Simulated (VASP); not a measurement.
A run of VASP 6.6.1 is set up as follows.

Contents of INCAR:

```
SYSTEM = Hf
PREC     = Accurate       ! precision mode
ENCUT    = 520            ! plane-wave cutoff, eV
EDIFF    = 1E-6           ! SCF threshold, eV
ISMEAR   = -1             ! smearing method
SIGMA    = 0.05           ! smearing width, eV
LREAL    = .False.        ! projectors in reciprocal space
LASPH    = .True.         ! aspherical terms in the spheres
NELM     = 80             ! most SCF steps
ALGO     = Fast           ! electronic algorithm
ISIF     = 2              ! what is computed and relaxed
LWAVE    = .False.        ! write WAVECAR
LCHARG   = .False.        ! write CHGCAR
GGA      = PS             ! functional
NBANDS   = 17             ! bands
```

Contents of KPOINTS:

```
regular mesh
0
Gamma
  10 10 5
  0 0 0
```

Contents of POSCAR:

```
Hf
1.0
    3.2178708157      0.0000000000      0.0000000000
   -1.6089354078      2.7867578725      0.0000000000
    0.0000000000      0.0000000000      5.0912963404
Hf
2
Direct
    0.6666666667      0.3333333333      0.7500000000
    0.3333333333      0.6666666667      0.2500000000
```

Potentials or basis: VASP PAW PBE potentials, release 64 (Hf_pv).

Run with:

```sh
$ cat potpaw_PBE.64/Hf_pv/POTCAR > POTCAR
$ mpirun -np 1 vasp_std > vasp.out
```

(1) Estimate the band gap on the k mesh.

(2) What does it give for the pressure?

## Answers

(1) zero (bands 10 and 11 overlap by 1.47 eV).

(2) -6.2 GPa.

Caveat: the cell stands under tension; the PAW data sets were made with another functional, which shifts forces and pressure a little; spin-orbit coupling is left out, which moves the levels of the heavy elements.
